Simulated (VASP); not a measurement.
Here is a VASP 6.6.1 calculation.

File INCAR:

```
SYSTEM = B
  PREC = Accurate
  ENCUT = 600
  EDIFF = 1E-6
  ISMEAR = -1
  SIGMA = 0.1
  LREAL = .FALSE.
  LASPH = .TRUE.
  NELM = 80
  ALGO = Normal
  ISIF = 3
  LWAVE = .FALSE.
  LCHARG = .FALSE.
  GGA = B5
  ALDAX = 1.0
  AGGAX = 1.0
  AGGAC = 1.0
  ALDAC = 0.0
  IBRION = 2
  NSW = 80
  EDIFFG = -0.01
  ISYM = 0
```

File KPOINTS:

```
Automatic mesh
0
G
  17 17 12
  0 0 0
```

The input POSCAR:

```
B
1.0
   -1.8471104345      1.8471104345      1.0085222972
    1.8471104345     -1.8471104345      1.0085222972
    1.8471104345      1.8471104345     -1.0085222972
B
2
Direct
    0.0000000000      0.0000000000      0.0000000000
    0.7500000000      0.2500000000      0.5000000000
```

Potentials or basis: VASP PAW PBE potentials, release 64 (B).

Command:

```sh
$ cat potpaw_PBE.64/B/POTCAR > POTCAR
$ mpirun -np 1 vasp_std > vasp.out
```

Task: What does it give for the band gap on the k mesh?

Result: Zero (bands 3 and 4 overlap by 10.77 eV).

Task: Estimate the relaxed volume.

Result: 9.51 Å³/atom.

Stress tensor (GPa, compression positive):
```
 0.06 -0.02 -0.12
-0.02  0.06 -0.12
-0.12 -0.12 -0.08
```

Caveat: the volume moved by over 15 % at a fixed basis, so the end points are rough; the PAW data sets were made with another functional, which shifts forces and pressure a little.
